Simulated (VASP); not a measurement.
# Si62P (a cell with a defect) in VASP: a series of runs, part 2 of 2

VASP 6.6.1. The steps go on from the part before.

## Step 3: Single point, LDA, collinear spin

The input, INCAR:

```
PREC     = Accurate       # precision mode
ENCUT    = 520            # plane-wave cutoff, eV
EDIFF    = 1E-6           # SCF threshold, eV
ISMEAR   = 0              # smearing method
SIGMA    = 0.02           # smearing width, eV
LREAL    = Auto         
LASPH    = True           # aspherical terms in the spheres
NELM     = 150            # most SCF steps
ALGO     = Normal         # electronic algorithm
ISIF     = 2              # what is computed and relaxed
LWAVE    = False          # write WAVECAR
LCHARG   = False          # write CHGCAR
ISPIN    = 2              # spin polarisation
MAGMOM   = 0 0 0 0 0 0 0 0 0 0 0 0 0 0 0 0 0 0 0 0 0 0 0 0 0 0 0 0 0 0 0 0 0 0.11 0 0 0 0 0 0 0 0 0 0 0 0 0 0 0 0 0 0 0 0 0 0 0 0 0 0 0 0 0 # initial moments
LORBIT   = 11             # projections on sites
GGA      = CA             # functional
NBANDS   = 168            # bands
LUSENCCL = False
```

The input, KPOINTS:

```
regular mesh
0
Gamma
  1 1 1
```

The input, POSCAR:

```
Si62P
1.0
   10.8600000000      0.0000000000      0.0000000000
    0.0000000000     10.8600000000      0.0000000000
    0.0000000000      0.0000000000     10.8600000000
Si P
62 1
Direct
    0.4971977901      0.0017075506     -0.0023445672
    0.7505342541      0.2569869245     -0.0090267956
    0.8725720074      0.3732461326      0.1253901473
    0.8673341621      0.1200062615      0.3707720994
   -0.0031232965     -0.0003397790      0.0044659300
    0.1251616022      0.1245418969      0.1255674033
    0.2521507366      0.2492501842      0.0020016575
    0.3829385820      0.3672167587      0.1286267956
    0.5009199816      0.4979270718      0.0023352670
    0.6251728361      0.6248271639      0.1256970534
    0.7504736648      0.7525325046      0.0043554328
    0.8707946593      0.8792178637      0.1343311234
    0.2492984346     -0.0002292818      0.2510474217
    0.3753397790      0.1228906077      0.3766592081
    0.5059649171      0.2415852670      0.2523401473
    0.6267632597      0.3727283610      0.3750756906
    0.7490368324      0.4996504604      0.2504739411
    0.8748342541      0.6249494475      0.3747854512
    0.4998193370     -0.0003596685      0.5022850829
    0.6246986188      0.1252267035      0.6263527624
    0.7502627072      0.2489906998      0.5012304788
    0.8773669429      0.3737987109      0.6269922652
    0.7498331492     -0.0002600368      0.7496513812
    0.8742490792      0.1231433702      0.8761803867
   -0.0009728361      0.4986020258     -0.0006802026
    0.1273749540      0.6233723757      0.1231813076
    0.2506778085      0.7518541436     -0.0019173112
    0.3769434622      0.8774260589      0.1260639963
   -0.0039672192      0.2465519337      0.2491047882
    0.1225918969      0.3751550645      0.3722403315
    0.2525071823      0.4968511971      0.2475765193
    0.3750875691      0.6251966851      0.3736062615
    0.5019807551      0.7523431860      0.2497242173
    0.6275561694      0.8834091160      0.3701036832
   -0.0038982505     -0.0007821363      0.4966264273
    0.1233138122      0.1244613260      0.6214725599
    0.2479020258      0.2529648250      0.4982468692
    0.3745298343      0.3752339779      0.6248080110
    0.4983484346      0.5005557090      0.4991356354
    0.6266601289      0.6287339779      0.6205993554
    0.7497150092      0.7553964088      0.4945924494
    0.8749714549      0.8745281768      0.6245761510
    0.2472744015     -0.0003508287      0.7477894107
    0.3742024862      0.1246817680      0.8736227440
    0.4993578269      0.2505097606      0.7496151934
    0.6247255985      0.3789384899      0.8706245856
    0.7505062615      0.5040399632      0.7459587477
    0.8744972376      0.6259615101      0.8762637201
    0.0009162983      0.7485686924      0.2502489871
    0.1246709024      0.8742226519      0.3752746777
   -0.0007553407      0.5001083794      0.5001120626
    0.1251149171      0.6244990792      0.6253726519
    0.2497435543      0.7497848066      0.5003905157
    0.3759421731      0.8722729282      0.6278616943
    0.0017476980      0.2489645488      0.7522337017
    0.1269684162      0.3741347145      0.8769025783
    0.2496197053      0.5001674954      0.7505683241
    0.3761225599      0.6231307551      0.8771442910
    0.5011988029      0.7488589319      0.7530314917
    0.6273994475      0.8776588398      0.8783177716
   -0.0006302026      0.7498425414      0.7500151934
    0.1229081031      0.8761862799      0.8757106814
    0.7360238490      0.0131767956      0.2399816759
```

Potentials or basis: VASP PAW LDA potentials, release 64 (Si, P).

Command:

```console
cat potpaw_LDA.64/Si/POTCAR potpaw_LDA.64/P/POTCAR > POTCAR
mpirun -np 1 vasp_gam > vasp.out
```

Wall time 66 s (1 × NVIDIA H100 80GB with 1 thread of AMD EPYC 7R13 (Zen 3), shared host); peak memory 1.9 GiB.

Results (log left out):

```
Free energy                                           : -366.0481 eV
Pressure                                              : -1.5 GPa
Largest force                                         : 0.465 eV/Å
Net moment                                            : 1.00 μB per cell
Site moments                                          : Si +0.02, +0.08, +0.01, +0.00, +0.03, -0.00 (each value once); P +0.00 μB
Valence electrons inside the program's atomic spheres : Si 1.66, 1.67, 1.70, 1.68, 1.71, 1.65, 1.69 (each value once); P 2.50
```

Forces on the atoms (eV/Å):
```
Si  -0.036  0.016 -0.001
Si  -0.018 -0.002  0.030
Si   0.010  0.007  0.005
Si   0.093 -0.066  0.019
Si  -0.010  0.014  0.016
Si   0.003  0.005  0.001
Si  -0.031  0.020 -0.016
Si  -0.117  0.124 -0.044
Si  -0.015  0.029 -0.020
Si  -0.003 -0.009 -0.004
Si  -0.014  0.009  0.014
Si  -0.022  0.023  0.047
Si  -0.007  0.004 -0.008
Si   0.036 -0.011 -0.056
Si  -0.165  0.173 -0.112
Si   0.001 -0.033 -0.060
Si  -0.004  0.005 -0.012
Si   0.004 -0.031  0.011
Si   0.051  0.005 -0.046
Si   0.001 -0.002  0.010
Si  -0.002 -0.030 -0.026
Si  -0.038 -0.001 -0.008
Si  -0.013  0.009  0.001
Si  -0.012 -0.008  0.006
Si  -0.002  0.011  0.011
Si  -0.051  0.045 -0.004
Si  -0.004  0.007  0.015
Si  -0.003 -0.003  0.007
Si   0.009  0.005  0.005
Si   0.010 -0.004  0.002
Si  -0.072  0.073  0.005
Si   0.014 -0.002 -0.015
Si   0.017  0.002 -0.004
Si   0.095 -0.086  0.012
Si   0.047 -0.007  0.056
Si   0.016  0.010  0.016
Si   0.032 -0.015 -0.014
Si   0.002  0.004 -0.008
Si   0.025 -0.026 -0.018
Si  -0.016 -0.037  0.031
Si   0.017 -0.064  0.068
Si   0.002 -0.002  0.031
Si  -0.011  0.016  0.001
Si  -0.018  0.013 -0.015
Si  -0.007  0.006 -0.008
Si  -0.021 -0.013  0.015
Si  -0.027 -0.015  0.024
Si  -0.006 -0.013  0.004
Si  -0.028  0.024  0.037
Si   0.018 -0.001  0.007
Si   0.003 -0.013  0.013
Si  -0.002  0.007 -0.007
Si   0.016 -0.001  0.005
Si   0.007  0.044 -0.030
Si  -0.025  0.016 -0.004
Si  -0.021  0.012 -0.021
Si  -0.012  0.012 -0.008
Si  -0.010  0.016 -0.024
Si  -0.013  0.035 -0.005
Si  -0.009  0.019  0.009
Si  -0.002 -0.005  0.016
Si   0.001 -0.001  0.007
P    0.339 -0.316  0.038
```

Stress tensor (GPa, compression positive):
```
-1.62 -0.31  0.45
-0.31 -1.54 -0.88
 0.45 -0.88 -1.32
```

Levels at points of the mesh, in eV from the Fermi level:
Spin up:
```
           k point  band 123  band 124  band 125  band 126  band 127  band 128  band 129  band 130  band 131  band 132
(0.00, 0.00, 0.00)     -1.08     -0.81     -0.80     -0.39     -0.02      0.02      0.09      0.11      0.11      0.16
```
Spin down:
```tsv
k point	band 123	band 124	band 125	band 126	band 127	band 128	band 129	band 130
(0.00, 0.00, 0.00)	-1.04	-0.78	-0.77	-0.37	0.05	0.06	0.10	0.12
```

Caveat: the k points lie up to 0.58 Å⁻¹ apart.
